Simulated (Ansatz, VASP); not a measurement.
**Two plane-wave programs on As**

File INCAR:

```
PREC = Accurate ; ENCUT = 600
EDIFF = 1E-7 ; ISMEAR = -1
SIGMA = 0.05 ; LREAL = False
LASPH = True ; NELM = 120
ALGO = Normal ; ISIF = 3
LWAVE = False ; LCHARG = False
GGA = B5 ; ALDAX = 1.0
AGGAX = 1.0 ; AGGAC = 1.0
ALDAC = 0.0 ; IVDW = 13
VDW_S6 = 1.0 ; VDW_S8 = 2.34076671
VDW_A1 = 0.44488865 ; VDW_A2 = 4.0933009
IBRION = 2 ; NSW = 60
EDIFFG = -0.01 ; GGA_COMPAT = False
NELMIN = 4
```

The input KPOINTS:

```
Automatic mesh
0
Gamma
  9 9 9
```

POSCAR

```
As
1.0
    1.8807968987      1.0858785957      3.5140619945
   -1.8807968987      1.0858785957      3.5140619945
    0.0000000000     -2.1717571915      3.5140619945
As
2
Direct
    0.2260000000      0.2260000000      0.2260000000
    0.7740000000      0.7740000000      0.7740000000
```

input.yaml

```yaml
crystal:
  lattice:
    - [1.8807968987, 1.0858785957, 3.5140619945]
    - [-1.8807968987, 1.0858785957, 3.5140619945]
    - [0.0, -2.1717571915, 3.5140619945]
  atoms:
    - { symbol: As, position: [0.226, 0.226, 0.226] }
    - { symbol: As, position: [0.774, 0.774, 0.774] }
hamiltonian:
  xc: blyp
  pseudopotentials: { kind: paw }
  dispersion: d4
kpoints:
  mp_grid: { grid: [9, 9, 9] }
scf:
  occupations: { method: fermi_dirac, width: 0.05 }
output:
  forces: true
  stress: true
  eigenvalues: true
relax:
  f_tol: 0.01
  max_steps: 40
  cell: { stress_tol: 0.05 }
```

Alike in both runs: task relaxation of cell and atoms; functional BLYP; dispersion D4; k mesh 9 × 9 × 9; occupations fermi-dirac, width 0.05 eV; no spin polarisation.

```csv
,VASP,Ansatz
version,VASP 6.6.1,Ansatz 0.2.0
potentials or method,"VASP PAW PBE potentials, release 64 (As_d)",Ansatz PAW
plane-wave cutoff (eV),600,420
valence electrons in the cell,30,30
```

|  | VASP | Ansatz | Ansatz less VASP |
| --- | --- | --- | --- |
| gap on the k mesh at the Fermi level, each at its own relaxed structure (eV) | 0.04 | 0.02 | -0.027 |
| relaxed volume (Å³/atom) | 21.97 | 21.92 | -0.043 |
| relaxed cell length with the largest relative difference (Å) | 4.125 | 4.128 | +0.0033 |

VASP's potentials were made for PBE, not for BLYP.

Noted on Ansatz's run: odd divisions of the mesh miss points on the zone boundary, where band edges often lie, so the gap on the mesh can be too wide; the plane-wave basis is chosen anew once the cell has moved, so the energies of steps on either side of that aren't comparable.
